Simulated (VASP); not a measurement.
Here is a VASP 6.6.1 calculation.

Contents of INCAR:

```
SYSTEM = O
PREC     = Accurate       ! precision mode
ENCUT    = 520            ! plane-wave cutoff, eV
EDIFF    = 1E-8           ! SCF threshold, eV
ISMEAR   = -1             ! smearing method
SIGMA    = 0.08           ! smearing width, eV
LREAL    = .False.        ! projectors in reciprocal space
LASPH    = .True.         ! aspherical terms in the spheres
NELM     = 80             ! most SCF steps
ALGO     = Normal         ! electronic algorithm
ISIF     = 2              ! what is computed and relaxed
LWAVE    = .False.        ! write WAVECAR
LCHARG   = .False.        ! write CHGCAR
GGA      = PE             ! functional
LEFG     = .True.       
NBANDS   = 13             ! bands
```

KPOINTS

```
regular mesh
0
Gamma
  15 15 8
  0 0 0
```

Contents of POSCAR:

```
O
1.0
    2.6936701612      0.0000000000      0.0000000000
   -1.3468350806      2.3327867890      0.0000000000
    0.0000000000      0.0000000000      2.6466310035
O
2
Direct
    0.3333333333      0.6666666667      0.2500000000
    0.6666666667      0.3333333333      0.7500000000
```

Potentials or basis: VASP PAW PBE potentials, release 64 (O).

Command:

```sh
$ cat potpaw_PBE.64/O/POTCAR > POTCAR
$ mpirun -np 1 vasp_std > vasp.out
```

(1) Estimate the pressure.

(2) What does it give for the band gap on the k mesh?

Results:

(1) -3.4 GPa.

(2) zero (bands 6 and 7 overlap by 1.85 eV).

Caveat: the cell stands under tension; without QUAD_EFG the Cq values of the log hold for a quadrupole moment of 1 mb, not for the nuclei.
